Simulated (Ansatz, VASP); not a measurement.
One calculation of Pd, two programs

```
Pd
1.0
     4.70992    0.00000    0.00000
    -2.35496    4.07891    0.00000
     0.00000    0.00000    2.80298
Pd
3
Cartesian
  0.0000 0.0000 2.8030
  0.0000 2.7193 1.4015
  2.3550 1.3596 1.4015
```

Alike in both runs: task single point; functional revPBE; k mesh 9 × 9 × 13; occupations fermi-dirac, width 0.1 eV; no spin polarisation.

```csv
,VASP,Ansatz
version,VASP 6.6.1,Ansatz 0.2.0
potentials or method,"VASP PAW PBE potentials, release 64 (Pd), cutoff 520 eV","plane waves (420 eV) with PAW, scalar-relativistic"
valence electrons in the cell,30,54
```

|  | VASP | Ansatz | Ansatz less VASP |
| --- | --- | --- | --- |
| pressure (GPa) | -11.9 | -11.7 | +0.13 |
| traceless stress, the component that is largest in VASP (GPa) | 0.10 | 0.07 | -0.026 |

VASP's potentials were made for PBE, not for revPBE. VASP's potentials hold 30 valence electrons a cell and Ansatz's 54, so a difference there can come from the potentials and not from the codes.
